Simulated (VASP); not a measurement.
## Co: single point with PBEsol

Crystal: Co.

```xyz
2
Lattice="2.4310 0.0000 0.0000 -1.2155 2.1053 0.0000 0.0000 0.0000 4.4434" Properties=species:S:1:pos:R:3 pbc="T T T"
Co    0.0000    1.4035    1.1108
Co    1.2155    0.7018    3.3325
```

```
Program             : VASP 6.6.1
Task                : single point
Functional          : PBEsol
Potentials or basis : VASP PAW PBE potentials, release 64 (Co)
Cutoff              : 520 eV
k mesh              : 21 × 21 × 12
Occupations         : gaussian, width 0.15 eV
Spin                : collinear spin, ferromagnetic start
Starting moments    : [1.79, 1.79] μB
```

```yaml
Pressure: -15.0 GPa
Net_moment: 3.31 μB per cell
Site_moments: Co +1.67 μB
Valence_electrons_inside_the_program's_atomic_spheres: Co 8.20
```

Stress tensor (GPa, compression positive):
```
 -5.71   0.00   0.00
  0.00  -5.71   0.00
  0.00   0.00 -33.65
```

Levels at points of the mesh, in eV from the Fermi level:
Spin up:
| k point | band 7 | band 8 | band 9 | band 10 | band 11 | band 12 | band 13 | band 14 | band 15 | band 16 |
| --- | --- | --- | --- | --- | --- | --- | --- | --- | --- | --- |
| (0.00, 0.00, 0.00) | -2.38 | -1.67 | -1.67 | -1.35 | -1.04 | -1.04 | 4.17 | 20.71 | 23.07 | 25.43 |
| (0.00, 0.00, 0.50) | -2.54 | -2.54 | -1.28 | -1.28 | -1.28 | -1.28 | 11.37 | 11.37 | 23.67 | 23.67 |
Spin down:
```csv
k point,band 3,band 4,band 5,band 6,band 7,band 8,band 9,band 10,band 11,band 12
"(0.00, 0.00, 0.00)",-1.68,-1.34,-0.94,-0.94,-0.74,-0.74,0.25,0.25,0.96,0.96
"(0.00, 0.00, 0.50)",-1.99,-1.99,-0.91,-0.91,-0.91,-0.91,0.69,0.69,0.69,0.69
```

Run time: 4.1 min on 1 thread of Oxide Virtual Turin-like Processor, with other jobs on the host, peak memory 0.27 GiB.

Caveat: the stress differs along the axes, from -34 to -6 GPa; the PAW data sets were made with another functional, which shifts forces and pressure a little.
